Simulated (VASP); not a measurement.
A run of VASP 6.6.1:

The input POSCAR:

```
HfN
1.0
    0.0000000000      2.5191830855      2.4458088209
    2.5191830855      0.0000000000      2.4458088209
    2.5191830855      2.5191830855      0.0000000000
Hf N
1 1
Direct
    0.0000000000      0.0000000000      0.0000000000
    0.7500000000      0.7500000000      0.7500000000
```

Contents of INCAR.step1:

```
SYSTEM = HfN
  PREC = Accurate
  ENCUT = 520
  ISMEAR = 0
  SIGMA = 0.15
  LREAL = .FALSE.
  LASPH = .TRUE.
  NELM = 100
  NBANDS = 14
  GGA = PE
  ALGO = Normal
  EDIFF = 1E-4
  LWAVE = .TRUE.
  LCHARG = .FALSE.
```

INCAR.step2

```
SYSTEM = HfN
  PREC = Accurate
  ENCUT = 520
  EDIFF = 1E-7
  ISMEAR = 0
  SIGMA = 0.15
  LREAL = .FALSE.
  LASPH = .TRUE.
  NELM = 100
  ALGO = Normal
  ISIF = 2
  LWAVE = .FALSE.
  LCHARG = .FALSE.
  METAGGA = R2SCAN
  LMIXTAU = .TRUE.
  NBANDS = 14
  ISTART = 1
```

KPOINTS

```
regular mesh
0
G
  22 22 22
  0 0 0
```

Potentials or basis: VASP PAW PBE potentials, release 64 (Hf_pv, N).

The run is started by

```bash
$ cat potpaw_PBE.64/Hf_pv/POTCAR potpaw_PBE.64/N/POTCAR > POTCAR
$ cp INCAR.step1 INCAR
$ mpirun -np 1 vasp_std > vasp.out
$ cp INCAR.step2 INCAR
$ mpirun -np 1 vasp_std > vasp.out
```

Hardware: 1 thread of Oxide Virtual Turin-like Processor (shared host).

**Question.** Estimate the wall time of this run.

**Answer.** Wall time 33 min on 1 thread of Oxide Virtual Turin-like Processor, on a shared host, peak memory 0.44 GiB. Counts: k points 834.
